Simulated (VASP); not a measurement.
A run of VASP 6.6.1 is set up as follows.

INCAR

```
ALGO     = Normal         # electronic algorithm
EDIFF    = 1E-6           # SCF threshold, eV
ENCUT    = 520            # plane-wave cutoff, eV
GGA      = PE             # functional
ISIF     = 2              # what is computed and relaxed
ISMEAR   = -1             # smearing method
LASPH    = True           # aspherical terms in the spheres
LCHARG   = False          # write CHGCAR
LREAL    = False          # projectors in reciprocal space
LWAVE    = False          # write WAVECAR
NBANDS   = 16             # bands
NELM     = 60             # most SCF steps
PREC     = Accurate       # precision mode
SIGMA    = 0.05           # smearing width, eV
```

The input KPOINTS:

```
k-points
0
Gamma
  14 14 14
```

File POSCAR:

```
HgTe
1.0
    0.0000000000      2.9215000000      2.8922850000
    2.9215000000      0.0000000000      2.8922850000
    2.9215000000      2.9215000000      0.0000000000
Hg Te
1 1
Direct
    0.0000000000      0.0000000000      0.0000000000
    0.5000000000      0.5000000000      0.5000000000
```

Potentials or basis: VASP PAW PBE potentials, release 64 (Hg, Te).

The run is started by

```sh
$ cat potpaw_PBE.64/Hg/POTCAR potpaw_PBE.64/Te/POTCAR > POTCAR
$ mpirun -np 1 vasp_std > vasp.out
```

Task: What does it give for the band gap on the k mesh?

Result: Zero (bands 9 and 10 overlap by 3.37 eV).

Task: Estimate the pressure.

Result: 11.7 GPa.

Stress tensor (GPa, compression positive):
```
11.28  0.00  0.00
 0.00 11.28  0.00
 0.00  0.00 12.57
```

Caveat: the cell differs from its parent crystal (z stretched by -1 %, then relaxed in part); the cell stands under pressure; spin-orbit coupling is left out, which moves the levels of the heavy elements.
